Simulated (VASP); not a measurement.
# Ge (I4_1/amd) in VASP: notebook

Runs on Ge. Level: PBEsol. Tasks: single point.

All numbers are computed with VASP 6.6.1; they aren't measurements. Logs are shortened: lines on timing, memory, paths and dates and some standing lists are left out, and cuts for length are marked.

### Step 1. The cell of the first run

The structure is tetragonal, space group I4_1/amd (No. 141). The conventional cell has a = 4.859 Å, b = 4.859 Å, c = 2.624 Å, α = 90.00°, β = 90.00°, γ = 90.00°. Within 3.3 Å of Ge (site symmetry -4m2) lie 10 Ge at 2.52 to 3.13 Å.

### Step 2. Single point, PBEsol

The input, INCAR:

```
PREC = Accurate
ENCUT = 520
EDIFF = 1E-7
ISMEAR = -1
SIGMA = 0.05
LREAL = False
LASPH = True
NELM = 60
ALGO = Normal
ISIF = 2
LWAVE = False
LCHARG = False
GGA = PS
NBANDS = 21
```

The input, KPOINTS:

```
Automatic mesh
0
Gamma
  11 11 11
```

The input, POSCAR:

```
Ge
1.0
   -2.4293516061      2.4293516061      1.3118159706
    2.4293516061     -2.4293516061      1.3118159706
    2.4293516061      2.4293516061     -1.3118159706
Ge
2
Direct
    0.5000000000      0.5000000000      0.0000000000
    0.2500000000      0.7500000000      0.5000000000
```

Potentials or basis: VASP PAW PBE potentials, release 64 (Ge_d).

On the command line:

```
$ cat potpaw_PBE.64/Ge_d/POTCAR > POTCAR
$ mpirun -np 1 vasp_std > vasp.out
```

OUTCAR:

```text
PREC = Accurate
   ENCUT = 520
   EDIFF = 1E-7
   ISMEAR = -1
   LREAL = False
   LASPH = True
   NELM = 60
   ISIF = 2
   GGA = PS

 ion  position               nearest neighbor table
   1  0.500  0.500  0.000-   2 2.52   2 2.52   2 2.52   2 2.52
   2  0.250  0.750  0.500-   1 2.52   1 2.52   1 2.52   1 2.52

  LATTYP: Found a body centered tetragonal cell.
 ALAT       =     4.8587032122
 C/A-ratio  =     0.5399860470

  Lattice vectors:

 A1 = (  -2.4293516061,   2.4293516061,   1.3118159706)
 A2 = (   2.4293516061,  -2.4293516061,   1.3118159706)
 A3 = (   2.4293516061,   2.4293516061,  -1.3118159706)

Analysis of symmetry for initial positions (statically):
=====================================================================
 Subroutine PRICEL returns:
 Original cell was already a primitive cell.

 Routine SETGRP: Setting up the symmetry group for a
 body centered tetragonal supercell.

 Subroutine GETGRP returns: Found 16 space group operations
 (whereof  8 operations were pure point group operations)
 out of a pool of 16 trial point group operations.

The static configuration has the point symmetry D_2d.
 The point group associated with its full space group is D_4h.

Analysis of symmetry for dynamics (positions and initial velocities):
=====================================================================
 Subroutine PRICEL returns:
 Original cell was already a primitive cell.

 Routine SETGRP: Setting up the symmetry group for a
 body centered tetragonal supercell.

 Subroutine GETGRP returns: Found 16 space group operations
 (whereof  8 operations were pure point group operations)
 out of a pool of 16 trial point group operations.

The dynamic configuration has the point symmetry D_2d.
 The point group associated with its full space group is D_4h.

 Subroutine INISYM returns: Found 16 space group operations
 (whereof  8 operations are pure point group operations),
 and found     1 'primitive' translations

----------------------------------------------------------------------------------------

                                     Primitive cell

  volume of cell :      30.9680

  direct lattice vectors                    reciprocal lattice vectors
    -2.429351606  2.429351606  1.311815971     0.000000000  0.205816235  0.381151024
     2.429351606 -2.429351606  1.311815971     0.205816235  0.000000000  0.381151024
     2.429351606  2.429351606 -1.311815971     0.205816235  0.205816235  0.000000000

  length of vectors
     3.677548041  3.677548041  3.677548041     0.433170204  0.433170204  0.291068110

  position of ions in fractional coordinates (direct lattice)
     0.500000000  0.500000000  0.000000000
     0.250000000  0.750000000  0.500000000

  ion indices of the primitive-cell ions
   primitive index   ion index
                 1           1
                 2           2

----------------------------------------------------------------------------------------

 KPOINTS: Automatic mesh

Automatic generation of k-mesh.
 Grid dimensions read from file:
 generate k-points for:   11   11   11

 Generating k-lattice:

  Cartesian coordinates                     Fractional coordinates (reciprocal lattice)
     0.000000000  0.018710567  0.034650093     0.090909091 -0.000000000  0.000000000
     0.018710567  0.000000000  0.034650093    -0.000000000  0.090909091  0.000000000
     0.018710567  0.018710567  0.000000000     0.000000000  0.000000000  0.090909091

  Length of vectors
     0.039379109  0.039379109  0.026460737

  Shift w.r.t. Gamma in fractional coordinates (k-lattice)
     0.000000000  0.000000000  0.000000000

 Subroutine IBZKPT returns following result:
 ===========================================

 Found    126 irreducible k-points:

 Following reciprocal coordinates:
            Coordinates               Weight
  0.000000  0.000000  0.000000      1.000000
  0.090909  0.000000 -0.000000      8.000000
  0.181818  0.000000 -0.000000      8.000000
  0.272727  0.000000 -0.000000      8.000000
  0.363636 -0.000000  0.000000      8.000000
  0.454545  0.000000 -0.000000      8.000000
[... 16 lines left out ...]
 -0.272727  0.181818 -0.000000     16.000000
 -0.181818  0.181818  0.000000      4.000000
 [... further k-points ...]
   k-points           NKPTS =    126   k-points in BZ     NKDIM =    126   number of bands    NBANDS=     21
   number of dos      NEDOS =    301   number of ions     NIONS =      2
   total plane-waves  NPLWV =  21952
   dimension x,y,z NGX =    28 NGY =   28 NGZ =   28
   dimension x,y,z NGXF=    56 NGYF=   56 NGZF=   56
   ions per type =               2
   NGX,Y,Z   is equivalent  to a cutoff of  12.66, 12.66, 12.66 a.u.
   NGXF,Y,Z  is equivalent  to a cutoff of  25.32, 25.32, 25.32 a.u.
 SYSTEM =  unknown system
   PREC   = accura    normal or accurate (medium, high low for compatibility)
   ISTART =      0    job   : 0-new  1-cont  2-samecut
   ICHARG =      2    charge: 1-file 2-atom 10-const
   ISPIN  =      1    spin polarized calculation?
   LNONCOLLINEAR =      F non collinear calculations
   LSORBIT =      F    spin-orbit coupling
   LASPH  =      T    aspherical Exc in radial PAW
   ENCUT  =  520.0 eV  38.22 Ry    6.18 a.u.   6.84  6.84  6.84*2*pi/ulx,y,z
   NELM   =     60;   NELMIN=  2; NELMDL= -5     # of ELM steps
   EDIFF  = 0.1E-06   stopping-criterion for ELM
   LREAL  =      F    real-space projection
   EDIFFG = 0.1E-05   stopping-criterion for IOM
   NSW    =      0    number of steps for IOM
   IBRION =     -1    ionic relax: 0-MD 1-quasi-New 2-CG
   NFREE  =      0    steps in history (QN), initial steepest desc. (CG)
   ISIF   =      2    stress and relaxation
   ISYM   =      2    0-nonsym 1-usesym 2-fastsym
   POTIM  = 0.5000    time-step for ionic-motion
   TEBEG  =    0.0;   TEEND  =   0.0 temperature during run
   PSTRESS=    0.0 pullay stress
   NELECT =      28.0000    total number of electrons
   NUPDOWN=      -1.0000    fix difference up-down
   EMIN   =  10.00;   EMAX   =-10.00  energy-range for DOS
   EFERMI =   0.00;   METHOD = LEGACY
   ISMEAR =    -1;   SIGMA  =   0.05  broadening in eV -4-tet -1-fermi 0-gaus
   EFERMI_NEDOS =   21; number of points for ismear=-14 and -15
   IALGO  =     38    algorithm
   IMIX   =      4    mixing-type and parameters
     AMIX     =   0.40;   BMIX     =  1.00
     AMIX_MAG =   1.60;   BMIX_MAG =  1.00
  volume/ion in A,a.u.               =      15.48       104.49
  Fermi-wavevector in a.u.,A,eV,Ry     =   1.583032  2.991496 34.096057  2.505989
  Thomas-Fermi vector in A             =   2.682864
   LORBIT       =      0    0 simple, 1 ext, 2 COOP (PROOUT), +10 PAW based schemes
   GGA     = PS    functional components
   LHFCALC =     F    Hartree Fock is set to
   AEXX    =    0.0000 exact exchange contribution
   IVDW    =     0    specifies the selected vdW correction
   LEPSILON=     F    determine dielectric tensor
   LRPA    =     F    only Hartree local field effects (RPA)
 non-spin polarized calculation
  energy-cutoff  :      520.00
  volume of cell :       30.97
 maximum number of plane-waves:       849
   NGX = 13   NGY = 13   NGZ = 13

 number of electron      28.0000024 magnetization

 Free energy of the ion-electron system (eV)
  ---------------------------------------------------
  ext. energy  EPLUGINS =         0.00000000
  ---------------------------------------------------
  free energy    TOTEN  =        -9.23143053 eV

  energy without entropy =       -9.22537816  energy(sigma->0) =       -9.22840434

 E-fermi :   8.8983     XC(G=0): -12.4099

 val. band max:        8.8470707275   @ k =  -0.2727   0.2727   0.0000
 cond. band min:       8.9126534187   @ k =   0.2727   0.0000  -0.0000
 fundamental gap:      0.0655826912
 Fermi energy:         8.8983348662

 k-point     1 :       0.0000    0.0000    0.0000
  band No.  band energies     occupation
      1     -16.0975      2.00000
      2     -16.0234      2.00000
      3     -15.9894      2.00000
      4     -15.9806      2.00000
      5     -15.7895      2.00000
      6     -15.7895      2.00000
[... 13 lines left out ...]
     20      21.3432      0.00000
     21      22.3796      0.00000

 k-point     2 :       0.0909    0.0000   -0.0000
  band No.  band energies     occupation
      1     -16.0923      2.00000
      2     -16.0049      2.00000
      3     -15.9815      2.00000
      4     -15.9570      2.00000
      5     -15.8064      2.00000
      6     -15.8040      2.00000
[... 13 lines left out ...]
     20      21.1310      0.00000
     21      21.6364      0.00000

 k-point     3 :       0.1818    0.0000   -0.0000
  band No.  band energies     occupation
      1     -16.0760      2.00000
      2     -15.9606      2.00000
      3     -15.9600      2.00000
      4     -15.9048      2.00000
      5     -15.8393      2.00000
      6     -15.8174      2.00000
[... 13 lines left out ...]
     20      19.3041      0.00000
     21      20.2885      0.00000

 k-point     4 :       0.2727    0.0000   -0.0000
  band No.  band energies     occupation
      1     -16.0544      2.00000
      2     -15.9372      2.00000
      3     -15.9248      2.00000
      4     -15.8841      2.00000
      5     -15.8716      2.00000
      6     -15.8146      2.00000
[... 13 lines left out ...]
     20      17.9024      0.00000
     21      20.9490      0.00000

 k-point     5 :       0.3636   -0.0000    0.0000
  band No.  band energies     occupation
      1     -16.0370      2.00000
      2     -15.9390      2.00000
      3     -15.9209      2.00000
      4     -15.9083      2.00000
      5     -15.8724      2.00000
      6     -15.8357      2.00000
[... 13 lines left out ...]
     20      18.0309      0.00000
     21      22.3830      0.00000
[... 382 lines left out ...]
     20      20.0092      0.00000
     21      20.7768      0.00000

 k-point    22 :      -0.3636    0.1818   -0.0000
  band No.  band energies     occupation
      1     -16.0329      2.00000
      2     -15.9727      2.00000
      3     -15.9425      2.00000
      4     -15.9156      2.00000
      5     -15.8422      2.00000
      6     -15.8085      2.00000
[... 13 lines left out ...]
     20      20.2669      0.00000
     21      21.8648      0.00000

 k-point    23 :      -0.2727    0.1818   -0.0000
  band No.  band energies     occupation
      1     -16.0529      2.00000
      2     -16.0125      2.00000
      3     -15.9793      2.00000
      4     -15.9426      2.00000
      5     -15.8173      2.00000
      6     -15.7857      2.00000
[... 13 lines left out ...]
     20      22.3877      0.00000
     21      23.2451      0.00000

 k-point    24 :      -0.1818    0.1818    0.0000
  band No.  band energies     occupation
      1     -16.0693      2.00000
      2     -16.0284      2.00000
      3     -15.9943      2.00000
      4     -15.9618      2.00000
      5     -15.8028      2.00000
      6     -15.7775      2.00000
[... 13 lines left out ...]
     20      22.2397      0.00000
     21      22.9427      0.00000

 [... further k-points ...]

------------------------ aborting loop because EDIFF is reached ----------------------------------------

  FORCE on cell =-STRESS in cart. coord.  units (eV):
  Direction    XX          YY          ZZ          XY          YZ          ZX
  --------------------------------------------------------------------------------------
  -------------------------------------------------------------------------------------
  Total        3.8728462      3.8728462      3.8808651      0.0000000      0.0000000      0.0000000
  in kB      200.3674525    200.3674525    200.7823204      0.0000000      0.0000000      0.0000000
  external PRESSURE =     200.5057418 kB  Pullay stress =       0.0000000 kB

 VOLUME and BASIS-vectors are now :
 -----------------------------------------------------------------------------
  energy-cutoff  :      520.00
  volume of cell :       30.97
      direct lattice vectors                 reciprocal lattice vectors
    -2.429351606  2.429351606  1.311815971     0.000000000  0.205816235  0.381151024
     2.429351606 -2.429351606  1.311815971     0.205816235  0.000000000  0.381151024
     2.429351606  2.429351606 -1.311815971     0.205816235  0.205816235  0.000000000

 POSITION                                       TOTAL-FORCE (eV/Angst)
 -----------------------------------------------------------------------------------
      0.00000      0.00000      1.31182         0.000000      0.000000      0.000000
      2.42935      0.00000      0.65591        -0.000000     -0.000000     -0.000000
 -----------------------------------------------------------------------------------
    total drift:                                0.000000     -0.000000      0.000000

  FREE ENERGIE OF THE ION-ELECTRON SYSTEM (eV)
  ---------------------------------------------------
  free  energy   TOTEN  =        -9.2314305289 eV

  energy  without entropy=       -9.2253781555  energy(sigma->0) =       -9.22840434
```

Run time: 36 s. Hardware: 1 thread of Intel Xeon 6975P-C (Granite Rapids), shared host; peak memory 0.19 GiB.

What came out:

```yaml
Free_energy: -9.2314 eV
Pressure: 20.1 GPa
Band_gap_on_the_k_mesh: zero (bands 14 and 15 overlap by 5.98 eV)
```

Levels at points of the mesh, in eV from the Fermi level:
```csv
k point,band 10,band 11,band 12,band 13,band 14,band 15,band 16,band 17,band 18,band 19
"(0.00, 0.00, 0.00)",-24.48,-15.08,-3.58,-3.01,-3.01,2.72,8.73,8.73,9.70,10.01
```

Caveat: the cell stands under pressure; the PAW data sets were made with another functional, which shifts forces and pressure a little.

### Step 3. Single point, PBEsol

This run uses another cell than the first one, of 16.61 Å³/atom.

The input, INCAR:

```
PREC = Accurate ; ENCUT = 520
EDIFF = 1E-6 ; ISMEAR = -1
SIGMA = 0.05 ; LREAL = False
LASPH = True ; NELM = 60
ALGO = Normal ; ISIF = 2
LWAVE = False ; LCHARG = False
GGA = PS ; NBANDS = 21
```

KPOINTS is that of step 2.

The input, POSCAR:

```
Ge
1.0
   -2.4846596986      2.4846596986      1.3448588405
    2.4846596986     -2.4846596986      1.3448588405
    2.4846596986      2.4846596986     -1.3448588405
Ge
2
Direct
    0.5000000000      0.5000000000      0.0000000000
    0.2500000000      0.7500000000      0.5000000000
```

Potentials or basis: VASP PAW PBE potentials, release 64 (Ge_d).

On the command line:

```
$ cat potpaw_PBE.64/Ge_d/POTCAR > POTCAR
$ mpirun -np 1 vasp_std > vasp.out
```

It took 32 s on 1 thread of Intel Xeon 6975P-C (Granite Rapids), shared host; peak memory 0.19 GiB.

It converged, with:

| Property | Result |
| --- | --- |
| Free energy | -9.4388 eV |
| Pressure | 9.9 GPa |
| Band gap on the k mesh | zero (bands 14 and 15 overlap by 5.46 eV) |

Stress tensor (GPa, compression positive):
```
 9.92  0.00  0.00
 0.00  9.92  0.00
 0.00  0.00 10.00
```

Levels at points of the mesh, in eV from the Fermi level:
| k point | band 11 | band 12 | band 13 | band 14 | band 15 | band 16 | band 17 | band 18 |
| --- | --- | --- | --- | --- | --- | --- | --- | --- |
| (0.00, 0.00, 0.00) | -14.38 | -3.79 | -2.76 | -2.76 | 2.92 | 8.25 | 8.25 | 9.04 |

Caveat: the cell stands under pressure; the PAW data sets were made with another functional, which shifts forces and pressure a little.

### Step 4. Single point, PBEsol

This run uses another cell than the first one, of 17.37 Å³/atom.

The input, INCAR:

```
  PREC = Accurate
  ENCUT = 520
  EDIFF = 1E-6
  ISMEAR = -1
  SIGMA = 0.05
  LREAL = False
  LASPH = True
  NELM = 80
  ALGO = Normal
  ISIF = 2
  LWAVE = False
  LCHARG = True
  GGA = PS
  LELF = True
  LVHAR = True
  NBANDS = 21
```

The input, KPOINTS:

```
regular mesh
0
Gamma
  11 11 11
```

The input, POSCAR:

```
Ge
1.0
   -2.5212535465      2.5212535465      1.3663287425
    2.5212535465     -2.5212535465      1.3663287425
    2.5212535465      2.5212535465     -1.3663287425
Ge
2
Direct
    0.5000000000      0.5000000000      0.0000000000
    0.2500000000      0.7500000000      0.5000000000
```

On the command line:

```
$ cat potpaw_PBE.64/Ge_d/POTCAR > POTCAR
$ mpirun -np 1 vasp_std > vasp.out
```

It took 32 s on 1 thread of Intel Xeon 6975P-C (Granite Rapids), shared host; peak memory 0.2 GiB.

The run converged. Its results:

| Quantity | Value |
| --- | --- |
| Free energy | -9.5107 eV |
| Pressure | 4.9 GPa |
| Band gap on the k mesh | zero (bands 14 and 15 overlap by 5.15 eV) |

Levels at points of the mesh, in eV from the Fermi level:
```tsv
k point	band 10	band 11	band 12	band 13	band 14	band 15	band 16	band 17	band 18	band 19
(0.00, 0.00, 0.00)	-24.42	-13.94	-3.92	-2.59	-2.59	3.04	7.96	7.96	8.65	8.89
```

Caveat: the cell stands under pressure; the PAW data sets were made with another functional, which shifts forces and pressure a little.

[end of part 1 of 2]
